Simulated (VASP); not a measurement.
# H2 in VASP: a series of runs

H2 is run at these levels: LDA; tasks: single point, relaxation of the atoms.

All numbers are computed with VASP 6.6.1; they aren't measurements. Logs are shortened: lines on timing, memory, paths and dates and some standing lists are left out, and cuts for length are marked.

**1. The cell of the first run**

The cell holds a molecule in a box, 2 atoms: a = 9.000 Å, b = 9.500 Å, c = 10.000 Å, α = 90.00°, β = 90.00°, γ = 90.00°.

**2. Single point, LDA**

Input file INCAR:

```
SYSTEM = H
PREC     = Accurate       ! precision mode
ENCUT    = 520            ! plane-wave cutoff, eV
EDIFF    = 1E-6           ! SCF threshold, eV
ISMEAR   = 1              ! smearing method
SIGMA    = 0.02           ! smearing width, eV
LREAL    = .FALSE.        ! projectors in reciprocal space
LASPH    = .TRUE.         ! aspherical terms in the spheres
NELM     = 80             ! most SCF steps
ALGO     = Normal         ! electronic algorithm
ISIF     = 2              ! what is computed and relaxed
LWAVE    = .FALSE.        ! write WAVECAR
LCHARG   = .FALSE.        ! write CHGCAR
GGA      = CA             ! functional
NBANDS   = 8              ! bands
```

Input file KPOINTS:

```
Automatic mesh
0
G
  1 1 1
  0 0 0
```

Input file POSCAR:

```
H
1.0
    9.0000000000      0.0000000000      0.0000000000
    0.0000000000      9.5000000000      0.0000000000
    0.0000000000      0.0000000000     10.0000000000
H
2
Direct
    0.5000000000      0.5000000000      0.4617379918
    0.5000000000      0.5000000000      0.5382620082
```

Potentials or basis: VASP PAW LDA potentials, release 64 (H).

The run is started by

```console
$ cat potpaw_LDA.64/H/POTCAR > POTCAR
$ mpirun -np 1 vasp_gam > vasp.out
```

OUTCAR:

```text
SYSTEM = H
   PREC = Accurate
   ENCUT = 520
   EDIFF = 1E-6
   ISMEAR = 1
   LREAL = .FALSE.
   LASPH = .TRUE.
   NELM = 80
   ISIF = 2
   GGA = CA

 ion  position               nearest neighbor table
   1  0.500  0.500  0.462-   2 0.77
   2  0.500  0.500  0.538-   1 0.77

  LATTYP: Found a simple orthorhombic cell.
 ALAT       =     9.0000000000
 B/A-ratio  =     1.0555555556
 C/A-ratio  =     1.1111111111

  Lattice vectors:

 A1 = (   9.0000000000,   0.0000000000,   0.0000000000)
 A2 = (   0.0000000000,   9.5000000000,   0.0000000000)
 A3 = (   0.0000000000,   0.0000000000,  10.0000000000)

Analysis of symmetry for initial positions (statically):
=====================================================================
 Subroutine PRICEL returns:
 Original cell was already a primitive cell.

 Routine SETGRP: Setting up the symmetry group for a
 simple orthorhombic supercell.

 Subroutine GETGRP returns: Found  8 space group operations
 (whereof  8 operations were pure point group operations)
 out of a pool of  8 trial point group operations.

The static configuration has the point symmetry D_2h.

Analysis of symmetry for dynamics (positions and initial velocities):
=====================================================================
 Subroutine PRICEL returns:
 Original cell was already a primitive cell.

 Routine SETGRP: Setting up the symmetry group for a
 simple orthorhombic supercell.

 Subroutine GETGRP returns: Found  8 space group operations
 (whereof  8 operations were pure point group operations)
 out of a pool of  8 trial point group operations.

The dynamic configuration has the point symmetry D_2h.

 Subroutine INISYM returns: Found  8 space group operations
 (whereof  8 operations are pure point group operations),
 and found     1 'primitive' translations

----------------------------------------------------------------------------------------

                                     Primitive cell

  volume of cell :     855.0000

  direct lattice vectors                    reciprocal lattice vectors
     9.000000000  0.000000000  0.000000000     0.111111111  0.000000000  0.000000000
     0.000000000  9.500000000  0.000000000     0.000000000  0.105263158  0.000000000
     0.000000000  0.000000000 10.000000000     0.000000000  0.000000000  0.100000000

  length of vectors
     9.000000000  9.500000000 10.000000000     0.111111111  0.105263158  0.100000000

  position of ions in fractional coordinates (direct lattice)
     0.500000000  0.500000000  0.461737992
     0.500000000  0.500000000  0.538262008

  ion indices of the primitive-cell ions
   primitive index   ion index
                 1           1
                 2           2

----------------------------------------------------------------------------------------

 KPOINTS: Automatic mesh

Automatic generation of k-mesh.
 Grid dimensions read from file:
 generate k-points for:    1    1    1

 Generating k-lattice:

  Cartesian coordinates                     Fractional coordinates (reciprocal lattice)
     0.111111111  0.000000000  0.000000000     1.000000000  0.000000000  0.000000000
     0.000000000  0.105263158  0.000000000     0.000000000  1.000000000  0.000000000
     0.000000000  0.000000000  0.100000000     0.000000000  0.000000000  1.000000000

  Length of vectors
     0.111111111  0.105263158  0.100000000

  Shift w.r.t. Gamma in fractional coordinates (k-lattice)
     0.000000000  0.000000000  0.000000000

 Subroutine IBZKPT returns following result:
 ===========================================

 Found      1 irreducible k-points:

 Following reciprocal coordinates:
            Coordinates               Weight
  0.000000  0.000000  0.000000      1.000000
   k-points           NKPTS =      1   k-points in BZ     NKDIM =      1   number of bands    NBANDS=      8
   number of dos      NEDOS =    301   number of ions     NIONS =      2
   total plane-waves  NPLWV = 403200
   dimension x,y,z NGX =    70 NGY =   72 NGZ =   80
   dimension x,y,z NGXF=   140 NGYF=  144 NGZF=  160
   ions per type =               2
   NGX,Y,Z   is equivalent  to a cutoff of  12.93, 12.60, 13.30 a.u.
   NGXF,Y,Z  is equivalent  to a cutoff of  25.86, 25.20, 26.60 a.u.
 SYSTEM =  H
   PREC   = accura    normal or accurate (medium, high low for compatibility)
   ISTART =      0    job   : 0-new  1-cont  2-samecut
   ICHARG =      2    charge: 1-file 2-atom 10-const
   ISPIN  =      1    spin polarized calculation?
   LNONCOLLINEAR =      F non collinear calculations
   LSORBIT =      F    spin-orbit coupling
   LASPH  =      T    aspherical Exc in radial PAW
   ENCUT  =  520.0 eV  38.22 Ry    6.18 a.u.  16.73 17.66 18.59*2*pi/ulx,y,z
   NELM   =     80;   NELMIN=  2; NELMDL= -5     # of ELM steps
   EDIFF  = 0.1E-05   stopping-criterion for ELM
   LREAL  =      F    real-space projection
   EDIFFG = 0.1E-04   stopping-criterion for IOM
   NSW    =      0    number of steps for IOM
   IBRION =     -1    ionic relax: 0-MD 1-quasi-New 2-CG
   NFREE  =      0    steps in history (QN), initial steepest desc. (CG)
   ISIF   =      2    stress and relaxation
   ISYM   =      2    0-nonsym 1-usesym 2-fastsym
   POTIM  = 0.5000    time-step for ionic-motion
   TEBEG  =    0.0;   TEEND  =   0.0 temperature during run
   PSTRESS=    0.0 pullay stress
   NELECT =       2.0000    total number of electrons
   NUPDOWN=      -1.0000    fix difference up-down
   EMIN   =  10.00;   EMAX   =-10.00  energy-range for DOS
   EFERMI =   0.00;   METHOD = LEGACY
   ISMEAR =     1;   SIGMA  =   0.02  broadening in eV -4-tet -1-fermi 0-gaus
   EFERMI_NEDOS =   21; number of points for ismear=-14 and -15
   IALGO  =     38    algorithm
   IMIX   =      4    mixing-type and parameters
     AMIX     =   0.40;   BMIX     =  1.00
     AMIX_MAG =   1.60;   BMIX_MAG =  1.00
  volume/ion in A,a.u.               =     427.50      2884.91
  Fermi-wavevector in a.u.,A,eV,Ry     =   0.217318  0.410672  0.642565  0.047227
  Thomas-Fermi vector in A             =   0.994036
   LORBIT       =      0    0 simple, 1 ext, 2 COOP (PROOUT), +10 PAW based schemes
   GGA     = CA    functional components
   LHFCALC =     F    Hartree Fock is set to
   AEXX    =    0.0000 exact exchange contribution
   IVDW    =     0    specifies the selected vdW correction
   LEPSILON=     F    determine dielectric tensor
   LRPA    =     F    only Hartree local field effects (RPA)
 non-spin polarized calculation
 Methfessel and Paxton  Order N= 1 SIGMA  =   0.02
  energy-cutoff  :      520.00
  volume of cell :      855.00
 maximum number of plane-waves:     11510
 NGX is ok and might be reduce to    70
   NGX = 33   NGY = 35   NGZ = 37

 number of electron       2.0000000 magnetization

 Free energy of the ion-electron system (eV)
  ---------------------------------------------------
  ext. energy  EPLUGINS =         0.00000000
  ---------------------------------------------------
  free energy    TOTEN  =        -6.69722772 eV

  energy without entropy =       -6.69838730  energy(sigma->0) =       -6.69761425

 E-fermi : -10.0985     XC(G=0):  -0.4202

 val. band max:      -10.1153585298   @ k =   0.0000   0.0000   0.0000
 cond. band min:      -0.1497617871   @ k =   0.0000   0.0000   0.0000
 fundamental gap:      9.9655967427
 Fermi energy:       -10.0985208855

 k-point     1 :       0.0000    0.0000    0.0000
  band No.  band energies     occupation
      1     -10.1154      2.00000
      2      -0.1498      0.00000
      3       0.3474      0.00000
      4       1.0670      0.00000
      5       1.1951      0.00000
      6       1.3766      0.00000
      7       1.5440      0.00000
      8       1.7392      0.00000

------------------------ aborting loop because EDIFF is reached ----------------------------------------

  FORCE on cell =-STRESS in cart. coord.  units (eV):
  Direction    XX          YY          ZZ          XY          YZ          ZX
  --------------------------------------------------------------------------------------
  -------------------------------------------------------------------------------------
  Total       -0.0263062     -0.0255661     -0.0191578      0.0000000      0.0000000      0.0000000
  in kB       -0.0492950     -0.0479082     -0.0358997      0.0000000      0.0000000      0.0000000
  external PRESSURE =      -0.0443676 kB  Pullay stress =       0.0000000 kB

 VOLUME and BASIS-vectors are now :
 -----------------------------------------------------------------------------
  energy-cutoff  :      520.00
  volume of cell :      855.00
      direct lattice vectors                 reciprocal lattice vectors
     9.000000000  0.000000000  0.000000000     0.111111111  0.000000000  0.000000000
     0.000000000  9.500000000  0.000000000     0.000000000  0.105263158  0.000000000
     0.000000000  0.000000000 10.000000000     0.000000000  0.000000000  0.100000000

 POSITION                                       TOTAL-FORCE (eV/Angst)
 -----------------------------------------------------------------------------------
      4.50000      4.75000      4.61738         0.000000      0.000000     -0.015682
      4.50000      4.75000      5.38262         0.000000      0.000000      0.015682
 -----------------------------------------------------------------------------------
    total drift:                                0.000000      0.000000      0.000000

  FREE ENERGIE OF THE ION-ELECTRON SYSTEM (eV)
  ---------------------------------------------------
  free  energy   TOTEN  =        -6.6972277182 eV

  energy  without entropy=       -6.6983872993  energy(sigma->0) =       -6.69761425
```

It took 10 s on 1 thread of Intel Xeon 6975P-C (Granite Rapids), shared host; peak memory 0.48 GiB.

What came out:

* Free energy: -6.6972 eV
* Largest force: 0.016 eV/Å
* Gap between the frontier levels: 9.97 eV

Forces in eV/Å, atoms in the order of the input:
```
H    0.000  0.000 -0.016
H    0.000  0.000  0.016
```

**3. Relaxation of the atoms, LDA**

Input file INCAR:

```
SYSTEM = H
PREC = Accurate ; ENCUT = 520
EDIFF = 1E-6 ; ISMEAR = 1
SIGMA = 0.02 ; LREAL = .False.
LASPH = .True. ; NELM = 60
ALGO = Normal ; ISIF = 2
LWAVE = .False. ; LCHARG = .False.
IBRION = 2 ; NSW = 80
EDIFFG = -0.01
```

Input file KPOINTS:

```
Automatic mesh
0
Gamma
  1 1 1
  0 0 0
```

Input file POSCAR:

```
H
1.0
    9.0000000000      0.0000000000      0.0000000000
    0.0000000000      9.5000000000      0.0000000000
    0.0000000000      0.0000000000     10.0000000000
H
2
Direct
    0.5000000000      0.5000000000      0.4625000000
    0.5000000000      0.5000000000      0.5375000000
```

Potentials or basis: VASP PAW LDA potentials, release 64 (H).

The run is started by

```console
$ cat potpaw_LDA.64/H/POTCAR > POTCAR
$ mpirun -np 1 vasp_gam > vasp.out
```

It took 19 s on 1 thread of Intel Xeon 6975P-C (Granite Rapids), shared host; peak memory 0.5 GiB.

Results (log left out):

| Property | Result |
| --- | --- |
| Free energy | -6.6972 eV |
| Energy gained by relaxing | 2.1 meV/atom |
| Ionic steps | 3 |
| Gap between the frontier levels | 9.97 eV |

The path:
```tsv
step	energy change (eV)	largest force (eV/Å)	pressure (GPa)
1	0.0000	0.5327	0.02
2	0.0149	1.0290	-0.06
3	-0.0041	0.0012	-0.01
```

Final structure:
```
H
1.0
     9.00000    0.00000    0.00000
     0.00000    9.50000    0.00000
     0.00000    0.00000   10.00000
H
2
Direct
  0.50000 0.50000 0.46171
  0.50000 0.50000 0.53829
```

Levels at points of the mesh, in eV from the valence-band top:
```csv
k point,band 1,band 2,band 3,band 4
"(0.00, 0.00, 0.00)",0.00,9.97,10.46,11.18
```
